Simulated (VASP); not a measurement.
Runs of VASP 6.6.1 on CoO (zincblende type). The structure is that of space group F-43m (No. 216), or close to it. The cells are those of the table. 

| task | cell | cutoff (eV) | gap on the mesh (eV) | pressure (GPa) | moment (μB) |
| --- | --- | --- | --- | --- | --- |
| electric field gradients | a = 3.155 Å, angles 60.0°, 2 atoms | 520 | none | (b) | (a) |
| relaxation of cell and atoms | relaxed from a = 3.157 Å, angles 60.0°, 2 atoms | 600 | none | 0.0 | 2.73 |
| electric field gradients | a = 3.234 Å, angles 60.0°, 2 atoms | 520 | none | -5.6 | 2.87 |
| single point | a = 3.181 Å, angles 60.0°, 2 atoms | 520 | none | -0.2 | 2.74 |

Alike in all rows: level PBE; potentials or basis VASP PAW PBE potentials, release 64 (Co, O); spin collinear, ferromagnetic start; k mesh 13 × 13 × 13; smearing fermi-dirac 0.05 eV.

Q: Fill in the values left out.

A: (a) 2.63; (b) 2.9.

Caveats: a cell with one magnetic atom can't hold antiferromagnetic order, which such compounds often take; semilocal functionals often make such compounds metallic where correlation or magnetic order opens a gap, which also shifts bond lengths; the cell stands under tension (at least some runs).

A gap of «none» marks levels without a gap at the run's occupations.
